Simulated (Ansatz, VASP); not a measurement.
## One calculation of Mg3Al3Pd2, two programs

```
Mg Al Pd
1.0
     5.45057    0.00000    0.00000
     0.00000    5.45057    0.00000
     0.00000    0.00000    5.45057
Mg Al Pd
3 3 2
Direct
  0.50000 0.00000 0.00000
  0.00000 0.50000 0.00000
  0.00000 0.00000 0.50000
  0.00000 0.50000 0.50000
  0.50000 0.00000 0.50000
  0.50000 0.50000 0.00000
  0.00000 0.00000 0.00000
  0.50000 0.50000 0.50000
```

Alike in both runs: task single point; functional PBE; k mesh 4 × 4 × 4; occupations gaussian, width 0.1 eV; collinear spin.

|  | VASP | Ansatz |
| --- | --- | --- |
| version | VASP 6.6.1 | Ansatz 0.2.0 |
| potentials or method | VASP PAW PBE potentials, release 64 (Mg, Al, Pd), cutoff 520 eV | scalar-relativistic, plane waves, PAW |
| valence electrons in the cell | 35 | 75 |

|  | VASP | Ansatz | Ansatz less VASP |
| --- | --- | --- | --- |
| gap on the k mesh at the Fermi level (eV) | none | none | - |
| pressure (GPa) | 0.3 | 0.3 | +0.05 |
| net moment per atom (μB) | 0.00 | 0.00 | 0.000 |

A gap of «none» marks a metal or a gap that the smearing closes. VASP's potentials hold 35 valence electrons a cell and Ansatz's 75, so a difference there can come from the potentials and not from the codes. Ansatz's warnings: seeded moment not kept.
